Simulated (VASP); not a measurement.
A run of VASP 6.6.1 is set up as follows.

The input POSCAR:

```
Ru
1.0
    2.7059477279      0.0000000000      0.0000000000
   -1.3529738639      2.3434194737      0.0000000000
    0.0000000000      0.0000000000      4.2579056513
Ru
2
Direct
    0.3333333333      0.6666666667      0.2500000000
    0.6666666667      0.3333333333      0.7500000000
```

The input INCAR.step1:

```
PREC     = Accurate       # precision mode
ENCUT    = 520            # plane-wave cutoff, eV
ISMEAR   = 0              # smearing method
SIGMA    = 1.0            # smearing width, eV
LREAL    = False          # projectors in reciprocal space
LASPH    = True           # aspherical terms in the spheres
NELM     = 80             # most SCF steps
NBANDS   = 21             # bands
GGA      = PE             # functional
ALGO     = Normal         # electronic algorithm
EDIFF    = 1E-4           # SCF threshold, eV
LWAVE    = True           # write WAVECAR
LCHARG   = False          # write CHGCAR
```

INCAR.step2

```
PREC     = Accurate       # precision mode
ENCUT    = 520            # plane-wave cutoff, eV
EDIFF    = 1E-6           # SCF threshold, eV
ISMEAR   = 0              # smearing method
SIGMA    = 1.0            # smearing width, eV
LREAL    = False          # projectors in reciprocal space
LASPH    = True           # aspherical terms in the spheres
NELM     = 80             # most SCF steps
ALGO     = Normal         # electronic algorithm
ISIF     = 2              # what is computed and relaxed
LWAVE    = False          # write WAVECAR
LCHARG   = False          # write CHGCAR
METAGGA  = R2SCAN         # meta-GGA
LMIXTAU  = True         
NBANDS   = 21             # bands
ISTART   = 1
```

Contents of KPOINTS:

```
Automatic mesh
0
Gamma
  13 13 8
```

Potentials or basis: VASP PAW PBE potentials, release 64 (Ru_pv).

Run with:

```bash
$ cat potpaw_PBE.64/Ru_pv/POTCAR > POTCAR
$ cp INCAR.step1 INCAR
$ mpirun -np 1 vasp_std > vasp.out
$ cp INCAR.step2 INCAR
$ mpirun -np 1 vasp_std > vasp.out
```

(1) Estimate the pressure.

(2) Estimate the band gap on the k mesh.

## Answers

(1) 5.7 GPa.

(2) zero (bands 14 and 15 overlap by 3.26 eV).

Caveat: the cell stands under pressure; so wide a smearing shifts energies and pressures; the PAW data sets were made with another functional, which shifts forces and pressure a little.
